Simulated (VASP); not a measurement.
Here is a VASP 6.6.1 calculation.

Contents of INCAR:

```
PREC     = Accurate       # precision mode
ENCUT    = 520            # plane-wave cutoff, eV
EDIFF    = 1E-6           # SCF threshold, eV
ISMEAR   = 0              # smearing method
SIGMA    = 0.01           # smearing width, eV
LREAL    = F              # projectors in reciprocal space
LASPH    = T              # aspherical terms in the spheres
NELM     = 60             # most SCF steps
ALGO     = Normal         # electronic algorithm
ISIF     = 2              # what is computed and relaxed
LWAVE    = F              # write WAVECAR
LCHARG   = F              # write CHGCAR
GGA      = PE             # functional
NBANDS   = 16             # bands
```

File KPOINTS:

```
regular mesh
0
Gamma
  6 6 4
```

Contents of POSCAR:

```
BeS
1.0
    3.3002360792      0.0000000000      0.0000000000
   -1.6501180396      2.8580882831      0.0000000000
    0.0000000000      0.0000000000      5.2552220520
Be S
2 2
Direct
    0.0000000000      0.0000000000      0.0000000000
    0.0000000000      0.0000000000      0.5000000000
    0.3333333333      0.6666666667      0.2500000000
    0.6666666667      0.3333333333      0.7500000000
```

Potentials or basis: VASP PAW PBE potentials, release 64 (Be, S).

The run is started by

```bash
$ cat potpaw_PBE.64/Be/POTCAR potpaw_PBE.64/S/POTCAR > POTCAR
$ mpirun -np 1 vasp_std > vasp.out
```

Question: Predict the band gap on the k mesh.

Answer: 1.46 eV, indirect (least direct gap 3.46 eV).

Question: Predict the pressure.

Answer: -0.2 GPa.

Stress tensor (GPa, compression positive):
```
 0.01  0.00  0.00
 0.00  0.01  0.00
 0.00  0.00 -0.54
```

A k mesh can miss the band edges. A hybrid or GW would open this gap; PBE tends to underestimate it.
